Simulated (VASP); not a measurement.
Crystal: GaN.

```
CELL_PARAMETERS angstrom
0.00000 2.24895 2.24895
2.24895 0.00000 2.24895
2.24895 2.24895 0.00000
ATOMIC_POSITIONS crystal
Ga 0.00000 0.00000 0.00000
N 0.25000 0.25000 0.25000
```

Base run:

| Property | Result |
| --- | --- |
| Program | VASP 6.6.1 |
| Functional | r2SCAN |
| Potentials or basis | VASP PAW PBE potentials, release 64 (Ga_d, N) |
| Cutoff | 520 eV |
| k mesh | 10 × 10 × 10 |
| Occupations | gaussian, width 0.01 eV |
| Spin | no spin polarisation |

Its results: band gap on the k mesh 2.16 eV, direct; pressure 1.1 GPa.

Problem. The run is repeated on the same cell with these changes: functional from r2SCAN to PBE; occupations from gaussian, width 0.01 eV to fermi-dirac, width 0.02 eV. What comes out?

Solution. Band gap on the k mesh 1.76 eV, direct; pressure 6.3 GPa.

Caveats: the PAW data sets were made with another functional, which shifts forces and pressure a little (some runs).

